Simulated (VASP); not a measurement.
A run of VASP 6.6.1:

INCAR

```
SYSTEM = InAs
PREC = Accurate ; ENCUT = 520
EDIFF = 1E-6 ; ISMEAR = 0
SIGMA = 0.02 ; LREAL = .FALSE.
LASPH = .TRUE. ; NELM = 80
ALGO = Normal ; ISIF = 2
LWAVE = .FALSE. ; LCHARG = .FALSE.
GGA = CA ; NBANDS = 16
```

The input KPOINTS:

```
regular mesh
0
G
  8 8 8
  0 0 0
```

The input POSCAR:

```
InAs
1.0
    0.0000000000      3.0180000000      3.0180000000
    3.0180000000      0.0000000000      3.0180000000
    3.0180000000      3.0180000000      0.0000000000
In As
1 1
Direct
    0.0000000000      0.0000000000      0.0000000000
    0.7500000000      0.7500000000      0.7500000000
```

Potentials or basis: VASP PAW LDA potentials, release 64 (In_d, As).

Run with:

```bash
$ cat potpaw_LDA.64/In_d/POTCAR potpaw_LDA.64/As/POTCAR > POTCAR
$ mpirun -np 1 vasp_std > vasp.out
```

Hardware: 1 thread of AMD EPYC 9R45 96-Core Processor (Zen 5), with other jobs on the host.

Problem. How long does it take, and how much memory?

Solution. Run time: 13 s on 1 thread of AMD EPYC 9R45 96-Core Processor (Zen 5), with other jobs on the host, peak memory 0.13 GiB. Counts: scf iterations 13, k points 29.
